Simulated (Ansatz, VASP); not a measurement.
# Cu: VASP beside Ansatz

```
CELL_PARAMETERS angstrom
0.00000 1.77135 1.80750
1.77135 0.00000 1.80750
1.77135 1.77135 0.00000
ATOMIC_POSITIONS crystal
Cu 0.00000 0.00000 0.00000
```

Change from the starting cell: strain -0.0200 x Voigt [1, 1, 0, 0, 0, 0], atoms carried along.

Alike in both runs: task single point; functional PBE; k mesh 22 × 22 × 22; occupations gaussian, width 0.15 eV; no spin polarisation.

```csv
,VASP,Ansatz
version,VASP 6.6.1,Ansatz 0.2.0
potentials or method,"VASP PAW PBE potentials, release 64 (Cu), cutoff 520 eV","scalar-relativistic, plane waves, PAW"
valence electrons in the cell,11,19
```

|  | VASP | Ansatz | Ansatz less VASP |
| --- | --- | --- | --- |
| gap on the k mesh at the Fermi level (eV) | none | none | - |
| pressure (GPa) | 9.0 | 8.5 | -0.54 |
| traceless stress, the component that is largest in VASP (GPa) | -0.95 | -0.96 | -0.004 |

A gap of «none» marks a metal or a gap that the smearing closes. VASP's potentials hold 11 valence electrons a cell and Ansatz's 19, so a difference there can come from the potentials and not from the codes.
